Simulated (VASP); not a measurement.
The system is Ti.

```xyz
1
Lattice="-1.6410 1.6410 1.6410 1.6410 -1.6410 1.6410 1.6410 1.6410 -1.6410" Properties=species:S:1:pos:R:3 pbc="T T T"
Ti    0.0000    0.0000    0.0000
```

* Program: VASP 6.6.1
* Task: relaxation of cell and atoms
* Functional: LDA
* Potentials or basis: VASP PAW LDA potentials, release 64 (Ti_sv)
* Cutoff: 600 eV
* k mesh: 13 × 13 × 13
* Occupations: methfessel-paxton, width 0.1 eV
* Spin: no spin polarisation

At the start: pressure -11.0 GPa; volume 17.68 Å³/atom.

Task: Where does the relaxation end?

Result: Over 3 steps the energy falls by 67.8 meV/atom and the volume is 15.85 Å³/atom (-10.3 %); space group Im-3m (No. 229, to 0.05 Å).

The path:
```tsv
step	energy change (eV)	largest force (eV/Å)	pressure (GPa)	volume (Å³)
1	0.0000	0.0000	-10.97	17.68
2	-0.0373	0.0000	9.38	14.76
3	-0.0678	0.0000	0.02	15.85
```

Final structure:
```cif
data_structure
_symmetry_space_group_name_H-M 'P 1'
_symmetry_Int_Tables_number 1
_cell_length_a 2.7410
_cell_length_b 2.7410
_cell_length_c 2.7410
_cell_angle_alpha 109.471
_cell_angle_beta 109.471
_cell_angle_gamma 109.471
_cell_volume 15.85
loop_
_atom_site_label
_atom_site_type_symbol
_atom_site_fract_x
_atom_site_fract_y
_atom_site_fract_z
_atom_site_occupancy
Ti1 Ti 0.00000 0.00000 0.00000 1
```

Caveat: the volume moved by -10 % from the deposited cell, more than functionals usually miss.
